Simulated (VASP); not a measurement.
Write the native input for VASP 6.6.1 that does the following.

* Task: electric field gradients
* Functional: PBE
* Potentials or basis: VASP PAW PBE potentials, release 64 (V_sv, O)
* Cutoff: 520 eV
* k mesh: 7 × 7 × 11
* Occupations: fermi-dirac, width 0.08 eV
* Spin: collinear spin, ferromagnetic start
* Starting moments: [1.5, 1.5, 0.0, 0.0, 0.0, 0.0] μB
* Dipole correction: no
* Further INCAR settings: ALGO = Normal; EDIFF = 1e-08; NBANDS = 38

The structure of VO2 lies in POSCAR:

```
VO2
1.0
    4.5546000000      0.0000000000      0.0000000000
    0.0000000000      4.5546000000      0.0000000000
    0.0000000000      0.0000000000      2.8528000000
V O
2 4
Direct
    0.0000000000      0.0000000000      0.0000000000
    0.5000000000      0.5000000000      0.5000000000
    0.3001000000      0.3001000000      0.0000000000
    0.1999000000      0.8001000000      0.5000000000
    0.6999000000      0.6999000000      0.0000000000
    0.8001000000      0.1999000000      0.5000000000
```

The input as run:

INCAR

```
PREC = Accurate
ENCUT = 520
EDIFF = 1E-8
ISMEAR = -1
SIGMA = 0.08
LREAL = False
LASPH = True
NELM = 200
ALGO = Normal
ISIF = 2
LWAVE = False
LCHARG = False
ISPIN = 2
MAGMOM = 1.5 1.5 0 0 0 0
LORBIT = 11
LMAXMIX = 4
GGA = PE
LEFG = True
NBANDS = 38
GGA_COMPAT = False
```

KPOINTS

```
Automatic mesh
0
Gamma
  7 7 11
```

Potentials or basis: VASP PAW PBE potentials, release 64 (V_sv, O).

Command:

```console
$ cat potpaw_PBE.64/V_sv/POTCAR potpaw_PBE.64/O/POTCAR > POTCAR
$ mpirun -np 1 vasp_std > vasp.out
```

Results of the run:

| Property | Result |
| --- | --- |
| Pressure | 2.7 GPa |
| Largest force | 0.033 eV/Å |
| Band gap on the k mesh | zero (filled and empty bands overlap) |
| Net moment | 1.99 μB per cell |
| Site moments | V +1.04; O -0.05 μB |
| Largest electric field gradient by atom | V -6.4; O -27.1 V/Å² |
| Valence electrons inside the program's atomic spheres | V 11.53; O 5.05 |

Caveat: without QUAD_EFG the Cq values of the log hold for a quadrupole moment of 1 mb, not for the nuclei; semilocal functionals often make such compounds metallic where correlation or magnetic order opens a gap, which also shifts bond lengths.

Wall time 9.7 min on 1 thread of AMD EPYC 7R43 64-Core Processor (Zen 3), with other jobs on the host, peak memory 0.28 GiB.
